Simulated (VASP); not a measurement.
Write the native input for VASP 6.6.1 that does the following.

```yaml
Task: electric field gradients
Functional: PBEsol
Potentials_or_basis: VASP PAW PBE potentials, release 64 (Zn, S)
Cutoff: 520 eV
k_mesh: 8 × 8 × 8
Occupations: fermi-dirac, width 0.01 eV
Spin: no spin polarisation
Dipole_correction: no
Further_INCAR_settings: ALGO = Normal; EDIFF = 1e-08; NBANDS = 16
```

The structure of ZnS lies in POSCAR:

```
ZnS
1.0
    0.0000000000      2.7489964065      2.7489964065
    2.7489964065      0.0000000000      2.7489964065
    2.7489964065      2.7489964065      0.0000000000
Zn S
1 1
Direct
    0.0000000000      0.0000000000      0.0000000000
    0.7500000000      0.7500000000      0.7500000000
```

This cell differs from its parent crystal: volume scaled by 1.05.

The input as run:

INCAR

```
SYSTEM = ZnS
PREC = Accurate
ENCUT = 520
EDIFF = 1E-8
ISMEAR = -1
SIGMA = 0.01
LREAL = .FALSE.
LASPH = .TRUE.
NELM = 100
ALGO = Normal
ISIF = 2
LWAVE = .FALSE.
LCHARG = .FALSE.
GGA = PS
LEFG = .TRUE.
NBANDS = 16
```

KPOINTS

```
Automatic mesh
0
G
  8 8 8
  0 0 0
```

Potentials or basis: VASP PAW PBE potentials, release 64 (Zn, S).

The run is started by

```bash
$ cat potpaw_PBE.64/Zn/POTCAR potpaw_PBE.64/S/POTCAR > POTCAR
$ mpirun -np 1 vasp_std > vasp.out
```

Results of the run:

- Pressure: -5.0 GPa
- Band gap on the k mesh: 1.76 eV, direct

Caveat: without QUAD_EFG the Cq values of the log hold for a quadrupole moment of 1 mb, not for the nuclei; the PAW data sets were made with another functional, which shifts forces and pressure a little.

Wall time 10 s on 1 thread of Intel(R) Xeon(R) 6975P-C (Granite Rapids), on a shared host, peak memory 0.17 GiB.
